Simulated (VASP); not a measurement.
# NaF in VASP: further runs

Runs on NaF. Level: PBE. Tasks: single point.

All numbers are computed with VASP 6.6.1; they aren't measurements. Logs are shortened: lines on timing, memory, paths and dates and some standing lists are left out, and cuts for length are marked.

### 1 The cell of the first run

It takes space group I4/mmm (No. 139, tetragonal). The conventional cell has a = 3.249 Å, b = 3.249 Å, c = 4.824 Å, α = 90.00°, β = 90.00°, γ = 90.00°. Na (site symmetry 4/mmm) has 6 F at 2.30 to 2.41 Å within 3.0 Å. Within 3.0 Å of F (site symmetry 4/mmm) lie 6 Na at 2.30 to 2.41 Å.

### 2 Single point, PBE (uniaxial x strain +5.0%)

File INCAR:

```
SYSTEM = NaF
ALGO = Normal ; EDIFF = 1E-6
ENCUT = 520 ; GGA = PE
ISIF = 2 ; ISMEAR = 0
LASPH = .True. ; LCHARG = .False.
LREAL = .False. ; LWAVE = .False.
NBANDS = 14 ; NELM = 80
PREC = Accurate ; SIGMA = 0.01
```

File KPOINTS:

```
k-points
0
Gamma
  6 6 6
  0 0 0
```

File POSCAR:

```
NaF
1.0
    0.0000000000      2.2971680842      2.2971680842
    2.4120264884      0.0000000000      2.2971680842
    2.4120264884      2.2971680842      0.0000000000
Na F
1 1
Direct
    0.0000000000      0.0000000000      0.0000000000
    0.5000000000      0.5000000000      0.5000000000
```

Potentials or basis: VASP PAW PBE potentials, release 64 (Na_pv, F).

On the command line:

```sh
> cat potpaw_PBE.64/Na_pv/POTCAR potpaw_PBE.64/F/POTCAR > POTCAR
> mpirun -np 1 vasp_std > vasp.out
```

OUTCAR:

```text
SYSTEM = NaF
   EDIFF = 1E-6
   ENCUT = 520
   GGA = PE
   ISIF = 2
   ISMEAR = 0
   LASPH = .True.
   LREAL = .False.
   NELM = 80
   PREC = Accurate

 ion  position               nearest neighbor table
   1  0.000  0.000  0.000-   2 2.30   2 2.30   2 2.30   2 2.30
   2  0.500  0.500  0.500-   1 2.30   1 2.30   1 2.30   1 2.30

  LATTYP: Found a body centered tetragonal cell.
 ALAT       =     3.2486862597
 C/A-ratio  =     1.4849242405

  Lattice vectors:

 A1 = (   2.4120264884,   0.0000000000,   2.2971680842)
 A2 = (   2.4120264884,   0.0000000000,  -2.2971680842)
 A3 = (  -2.4120264884,   2.2971680842,   0.0000000000)

Analysis of symmetry for initial positions (statically):
=====================================================================
 Subroutine PRICEL returns:
 Original cell was already a primitive cell.

 Routine SETGRP: Setting up the symmetry group for a
 body centered tetragonal supercell.

 Subroutine GETGRP returns: Found 16 space group operations
 (whereof 16 operations were pure point group operations)
 out of a pool of 16 trial point group operations.

The static configuration has the point symmetry D_4h.

Analysis of symmetry for dynamics (positions and initial velocities):
=====================================================================
 Subroutine PRICEL returns:
 Original cell was already a primitive cell.

 Routine SETGRP: Setting up the symmetry group for a
 body centered tetragonal supercell.

 Subroutine GETGRP returns: Found 16 space group operations
 (whereof 16 operations were pure point group operations)
 out of a pool of 16 trial point group operations.

The dynamic configuration has the point symmetry D_4h.

 Subroutine INISYM returns: Found 16 space group operations
 (whereof 16 operations are pure point group operations),
 and found     1 'primitive' translations

----------------------------------------------------------------------------------------

                                     Primitive cell

  volume of cell :      25.4564

  direct lattice vectors                    reciprocal lattice vectors
     0.000000000  2.297168084  2.297168084    -0.207294573  0.217659301  0.217659301
     2.412026488  0.000000000  2.297168084     0.207294573 -0.217659301  0.217659301
     2.412026488  2.297168084  0.000000000     0.207294573  0.217659301 -0.217659301

  length of vectors
     3.248686260  3.330893722  3.330893722     0.371109394  0.371109394  0.371109394

  position of ions in fractional coordinates (direct lattice)
     0.000000000  0.000000000  0.000000000
     0.500000000  0.500000000  0.500000000

  ion indices of the primitive-cell ions
   primitive index   ion index
                 1           1
                 2           2

----------------------------------------------------------------------------------------

 KPOINTS: k-points

Automatic generation of k-mesh.
 Grid dimensions read from file:
 generate k-points for:    6    6    6

 Generating k-lattice:

  Cartesian coordinates                     Fractional coordinates (reciprocal lattice)
    -0.034549095  0.036276550  0.036276550     0.166666667  0.000000000  0.000000000
     0.034549095 -0.036276550  0.036276550     0.000000000  0.166666667  0.000000000
     0.034549095  0.036276550 -0.036276550     0.000000000  0.000000000  0.166666667

  Length of vectors
     0.061851566  0.061851566  0.061851566

  Shift w.r.t. Gamma in fractional coordinates (k-lattice)
     0.000000000  0.000000000  0.000000000

 Subroutine IBZKPT returns following result:
 ===========================================

 Found     30 irreducible k-points:

 Following reciprocal coordinates:
            Coordinates               Weight
  0.000000  0.000000  0.000000      1.000000
  0.166667  0.000000  0.000000      8.000000
  0.333333  0.000000  0.000000      8.000000
  0.500000 -0.000000 -0.000000      4.000000
  0.166667  0.166667  0.000000      4.000000
  0.333333  0.166667  0.000000     16.000000
[... 16 lines left out ...]
 -0.333333  0.500000  0.166667      4.000000
  0.333333 -0.333333  0.166667      8.000000
 [... further k-points ...]
   k-points           NKPTS =     30   k-points in BZ     NKDIM =     30   number of bands    NBANDS=     14
   number of dos      NEDOS =    301   number of ions     NIONS =      2
   total plane-waves  NPLWV =  18816
   dimension x,y,z NGX =    24 NGY =   28 NGZ =   28
   dimension x,y,z NGXF=    48 NGYF=   56 NGZF=   56
   ions per type =               1   1
   NGX,Y,Z   is equivalent  to a cutoff of  12.28, 13.97, 13.97 a.u.
   NGXF,Y,Z  is equivalent  to a cutoff of  24.56, 27.95, 27.95 a.u.
 SYSTEM =  NaF
   PREC   = accura    normal or accurate (medium, high low for compatibility)
   ISTART =      0    job   : 0-new  1-cont  2-samecut
   ICHARG =      2    charge: 1-file 2-atom 10-const
   ISPIN  =      1    spin polarized calculation?
   LNONCOLLINEAR =      F non collinear calculations
   LSORBIT =      F    spin-orbit coupling
   LASPH  =      T    aspherical Exc in radial PAW
   ENCUT  =  520.0 eV  38.22 Ry    6.18 a.u.   6.04  6.19  6.19*2*pi/ulx,y,z
   NELM   =     80;   NELMIN=  2; NELMDL= -5     # of ELM steps
   EDIFF  = 0.1E-05   stopping-criterion for ELM
   LREAL  =      F    real-space projection
[... 7 lines left out ...]
   TEBEG  =    0.0;   TEEND  =   0.0 temperature during run
   PSTRESS=    0.0 pullay stress
   NELECT =      14.0000    total number of electrons
   NUPDOWN=      -1.0000    fix difference up-down
   EMIN   =  10.00;   EMAX   =-10.00  energy-range for DOS
   EFERMI =   0.00;   METHOD = LEGACY
   ISMEAR =     0;   SIGMA  =   0.01  broadening in eV -4-tet -1-fermi 0-gaus
   EFERMI_NEDOS =   21; number of points for ismear=-14 and -15
   IALGO  =     38    algorithm
   IMIX   =      4    mixing-type and parameters
     AMIX     =   0.40;   BMIX     =  1.00
     AMIX_MAG =   1.60;   BMIX_MAG =  1.00
  volume/ion in A,a.u.               =      12.73        85.89
  Fermi-wavevector in a.u.,A,eV,Ry     =   1.341276  2.534645 24.477188  1.799023
  Thomas-Fermi vector in A             =   2.469523
   LORBIT       =      0    0 simple, 1 ext, 2 COOP (PROOUT), +10 PAW based schemes
   GGA     = PE    functional components
   LHFCALC =     F    Hartree Fock is set to
   AEXX    =    0.0000 exact exchange contribution
   IVDW    =     0    specifies the selected vdW correction
   LEPSILON=     F    determine dielectric tensor
   LRPA    =     F    only Hartree local field effects (RPA)
 non-spin polarized calculation
 Gauss-broadening in eV      SIGMA  =   0.01
  energy-cutoff  :      520.00
  volume of cell :       25.46
 maximum number of plane-waves:       701
   NGX = 13   NGY = 13   NGZ = 13

 number of electron      14.0000003 magnetization

 Free energy of the ion-electron system (eV)
  ---------------------------------------------------
  ext. energy  EPLUGINS =         0.00000000
  ---------------------------------------------------
  free energy    TOTEN  =        -8.55815476 eV

  energy without entropy =       -8.55815476  energy(sigma->0) =       -8.55815476

 E-fermi :  -2.0176     XC(G=0):  -9.0429

 val. band max:       -2.1828795265   @ k =   0.0000   0.0000   0.0000
 cond. band min:       3.9894023491   @ k =   0.0000   0.0000   0.0000
 fundamental gap:      6.1722818755
 Fermi energy:        -2.0176206888

 k-point     1 :       0.0000    0.0000    0.0000
  band No.  band energies     occupation
      1     -21.3223      2.00000
      2     -21.2041      2.00000
      3     -21.1844      2.00000
      4     -21.1844      2.00000
      5      -2.1846      2.00000
      6      -2.1846      2.00000
      7      -2.1829      2.00000
      8       3.9894      0.00000
      9      16.4243      0.00000
     10      16.7635      0.00000
     11      16.7635      0.00000
     12      19.4688      0.00000
     13      20.9286      0.00000
     14      22.2996      0.00000

 k-point     2 :       0.1667    0.0000    0.0000
  band No.  band energies     occupation
      1     -21.6358      2.00000
      2     -21.2044      2.00000
      3     -21.1858      2.00000
      4     -20.8413      2.00000
      5      -2.6548      2.00000
      6      -2.2509      2.00000
      7      -2.2417      2.00000
      8       4.9021      0.00000
      9      14.1836      0.00000
     10      16.8657      0.00000
     11      17.1900      0.00000
     12      20.1446      0.00000
     13      21.3153      0.00000
     14      21.7827      0.00000

 k-point     3 :       0.3333    0.0000    0.0000
  band No.  band energies     occupation
      1     -21.8893      2.00000
      2     -21.2133      2.00000
      3     -21.1885      2.00000
      4     -20.5204      2.00000
      5      -3.4052      2.00000
      6      -2.3828      2.00000
      7      -2.3541      2.00000
      8       6.8708      0.00000
      9      11.6474      0.00000
     10      17.2630      0.00000
     11      17.9450      0.00000
     12      19.8255      0.00000
     13      20.6574      0.00000
     14      21.5648      0.00000

 k-point     4 :       0.5000   -0.0000   -0.0000
  band No.  band energies     occupation
      1     -21.9788      2.00000
      2     -21.2177      2.00000
      3     -21.1898      2.00000
      4     -20.3965      2.00000
      5      -3.7235      2.00000
      6      -2.4474      2.00000
      7      -2.4094      2.00000
      8       8.4544      0.00000
      9      10.0830      0.00000
     10      17.2575      0.00000
     11      18.1467      0.00000
     12      20.0722      0.00000
     13      20.8085      0.00000
     14      21.2944      0.00000

 k-point     5 :       0.1667    0.1667    0.0000
  band No.  band energies     occupation
      1     -21.6591      2.00000
      2     -21.2149      2.00000
      3     -21.1995      2.00000
      4     -20.7887      2.00000
      5      -2.7182      2.00000
      6      -2.3086      2.00000
      7      -2.2861      2.00000
      8       5.2022      0.00000
      9      13.9689      0.00000
     10      16.6906      0.00000
     11      16.7572      0.00000
[... 276 lines left out ...]
 k-point    22 :       0.3333    0.5000    0.1667
  band No.  band energies     occupation
      1     -21.7228      2.00000
      2     -21.2458      2.00000
      3     -21.2251      2.00000
      4     -20.6470      2.00000
      5      -3.3066      2.00000
      6      -2.7177      2.00000
      7      -2.4915      2.00000
      8       8.4489      0.00000
      9      11.4801      0.00000
     10      14.6414      0.00000
     11      16.2667      0.00000
     12      18.6867      0.00000
     13      21.3066      0.00000
     14      24.3668      0.00000

 k-point    23 :      -0.3333    0.5000    0.1667
  band No.  band energies     occupation
      1     -21.5781      2.00000
      2     -21.2932      2.00000
      3     -21.2683      2.00000
      4     -20.7173      2.00000
      5      -3.2024      2.00000
      6      -2.8150      2.00000
      7      -2.7472      2.00000
      8      10.6893      0.00000
      9      11.0694      0.00000
     10      12.2241      0.00000
     11      15.2964      0.00000
     12      18.8105      0.00000
     13      23.4790      0.00000
     14      24.2245      0.00000

 k-point    24 :       0.3333   -0.3333    0.1667
  band No.  band energies     occupation
      1     -21.6822      2.00000
      2     -21.2581      2.00000
      3     -21.2384      2.00000
      4     -20.6660      2.00000
      5      -3.2765      2.00000
      6      -2.8957      2.00000
      7      -2.5634      2.00000
      8      10.1011      0.00000
      9      10.5868      0.00000
     10      13.8219      0.00000
     11      15.4849      0.00000
     12      19.7872      0.00000
     13      20.4170      0.00000
     14      25.4330      0.00000

 [... further k-points ...]

------------------------ aborting loop because EDIFF is reached ----------------------------------------

  FORCE on cell =-STRESS in cart. coord.  units (eV):
  Direction    XX          YY          ZZ          XY          YZ          ZX
  --------------------------------------------------------------------------------------
  -------------------------------------------------------------------------------------
  Total       -0.2042672      0.3579141      0.3579141     -0.0000000      0.0000000      0.0000000
  in kB      -12.8561694     22.5264020     22.5264020     -0.0000000      0.0000000      0.0000000
  external PRESSURE =      10.7322116 kB  Pullay stress =       0.0000000 kB

 VOLUME and BASIS-vectors are now :
 -----------------------------------------------------------------------------
  energy-cutoff  :      520.00
  volume of cell :       25.46
      direct lattice vectors                 reciprocal lattice vectors
     0.000000000  2.297168084  2.297168084    -0.207294573  0.217659301  0.217659301
     2.412026488  0.000000000  2.297168084     0.207294573 -0.217659301  0.217659301
     2.412026488  2.297168084  0.000000000     0.207294573  0.217659301 -0.217659301

 POSITION                                       TOTAL-FORCE (eV/Angst)
 -----------------------------------------------------------------------------------
      0.00000      0.00000      0.00000         0.000000      0.000000     -0.000000
      2.41203      2.29717      2.29717        -0.000000     -0.000000      0.000000
 -----------------------------------------------------------------------------------
    total drift:                                0.000000     -0.000000      0.000000

  FREE ENERGIE OF THE ION-ELECTRON SYSTEM (eV)
  ---------------------------------------------------
  free  energy   TOTEN  =        -8.5581547631 eV

  energy  without entropy=       -8.5581547631  energy(sigma->0) =       -8.55815476
```

Wall time 4.2 s (1 thread of Intel Xeon 6975P-C (Granite Rapids), shared host); peak memory 0.14 GiB.

What came out:

| Property | Result |
| --- | --- |
| Free energy | -8.5582 eV |
| Pressure | 1.1 GPa |
| Band gap on the k mesh | 6.17 eV, direct |

Caveat: the cell differs from its parent crystal (uniaxial x strain +5.0%).

### 3 Single point, PBE (uniaxial z strain +5.0%)

File INCAR:

```
SYSTEM = NaF
ALGO = Normal
EDIFF = 1E-7
ENCUT = 520
GGA = PE
ISIF = 2
ISMEAR = 0
LASPH = .True.
LCHARG = .True.
LELF = .True.
LREAL = .False.
LVHAR = .True.
LWAVE = .False.
NBANDS = 14
NELM = 60
PREC = Accurate
SIGMA = 0.01
```

KPOINTS is that of step 2.

File POSCAR:

```
NaF
1.0
    0.0000000000      2.2971680842      2.4120264884
    2.2971680842      0.0000000000      2.4120264884
    2.2971680842      2.2971680842      0.0000000000
Na F
1 1
Direct
    0.0000000000      0.0000000000      0.0000000000
    0.5000000000      0.5000000000      0.5000000000
```

Potentials or basis: VASP PAW PBE potentials, release 64 (Na_pv, F).

On the command line:

```sh
> cat potpaw_PBE.64/Na_pv/POTCAR potpaw_PBE.64/F/POTCAR > POTCAR
> mpirun -np 1 vasp_std > vasp.out
```

OUTCAR:

```text
SYSTEM = NaF
   EDIFF = 1E-7
   ENCUT = 520
   GGA = PE
   ISIF = 2
   ISMEAR = 0
   LASPH = .True.
   LREAL = .False.
   NELM = 60
   PREC = Accurate

 ion  position               nearest neighbor table
   1  0.000  0.000  0.000-   2 2.30   2 2.30   2 2.30   2 2.30
   2  0.500  0.500  0.500-   1 2.30   1 2.30   1 2.30   1 2.30

  LATTYP: Found a body centered tetragonal cell.
 ALAT       =     3.2486862597
 C/A-ratio  =     1.4849242405

  Lattice vectors:

 A1 = (  -2.2971680842,   0.0000000000,   2.4120264884)
 A2 = (   2.2971680842,   0.0000000000,   2.4120264884)
 A3 = (   0.0000000000,   2.2971680842,  -2.4120264884)

Analysis of symmetry for initial positions (statically):
=====================================================================
 Subroutine PRICEL returns:
 Original cell was already a primitive cell.

 Routine SETGRP: Setting up the symmetry group for a
 body centered tetragonal supercell.

 Subroutine GETGRP returns: Found 16 space group operations
 (whereof 16 operations were pure point group operations)
 out of a pool of 16 trial point group operations.

The static configuration has the point symmetry D_4h.

[... 177 lines left out ...]
      8       3.9901      0.00000
      9      16.4246      0.00000
     10      16.7639      0.00000
     11      16.7639      0.00000
     12      19.4709      0.00000
     13      20.9288      0.00000
     14      22.2998      0.00000
[... 377 lines left out ...]
      1     -21.5848      2.00000
      2     -21.2641      2.00000
      3     -21.2382      2.00000
      4     -20.7737      2.00000
      5      -3.3307      2.00000
      6      -2.7404      2.00000
      7      -2.5561      2.00000
      8       9.6844      0.00000
      9      10.9294      0.00000
     10      13.1944      0.00000
     11      16.8385      0.00000
     12      17.1658      0.00000
     13      23.0123      0.00000
     14      24.3935      0.00000

 [... further k-points ...]

------------------------ aborting loop because EDIFF is reached ----------------------------------------

  FORCE on cell =-STRESS in cart. coord.  units (eV):
  Direction    XX          YY          ZZ          XY          YZ          ZX
  --------------------------------------------------------------------------------------
  -------------------------------------------------------------------------------------
  Total        0.3610610      0.3610610     -0.2008266      0.0000000     -0.0000000     -0.0000000
  in kB       22.7244612     22.7244612    -12.6396229      0.0000000     -0.0000000     -0.0000000
  external PRESSURE =      10.9364332 kB  Pullay stress =       0.0000000 kB

 VOLUME and BASIS-vectors are now :
 -----------------------------------------------------------------------------
  energy-cutoff  :      520.00
  volume of cell :       25.46
      direct lattice vectors                 reciprocal lattice vectors
     0.000000000  2.297168084  2.412026488    -0.217659301  0.217659301  0.207294573
     2.297168084  0.000000000  2.412026488     0.217659301 -0.217659301  0.207294573
     2.297168084  2.297168084  0.000000000     0.217659301  0.217659301 -0.207294573

 POSITION                                       TOTAL-FORCE (eV/Angst)
 -----------------------------------------------------------------------------------
      0.00000      0.00000      0.00000         0.000000     -0.000000      0.000000
      2.29717      2.29717      2.41203        -0.000000      0.000000      0.000000
 -----------------------------------------------------------------------------------
    total drift:                                0.000000      0.000000      0.000000

  FREE ENERGIE OF THE ION-ELECTRON SYSTEM (eV)
  ---------------------------------------------------
  free  energy   TOTEN  =        -8.5581550866 eV

  energy  without entropy=       -8.5581550866  energy(sigma->0) =       -8.55815509
```

stdout:

```text
POSCAR found type information on POSCAR NaF
 POSCAR found :  2 types and       2 ions
 scaLAPACK will be used
 LDA part: xc-table for (Slater+PW92), standard interpolation
 POSCAR, INCAR and KPOINTS ok, starting setup
 FFT: planning ... GRIDC
 FFT: planning ... GRID_SOFT
 FFT: planning ... GRID
 WAVECAR not read
 entering main loop
```

Run time: 5.3 s. Hardware: 1 thread of Intel Xeon 6975P-C (Granite Rapids), shared host; peak memory 0.14 GiB.

Results:

- Free energy: -8.5582 eV
- Pressure: 1.1 GPa
- Band gap on the k mesh: 6.17 eV, direct

Stress tensor (GPa, compression positive):
```
 2.27  0.00  0.00
 0.00  2.27  0.00
 0.00  0.00 -1.26
```

Caveat: the cell differs from its parent crystal (uniaxial z strain +5.0%).

(Continued in part 2 of 2.)
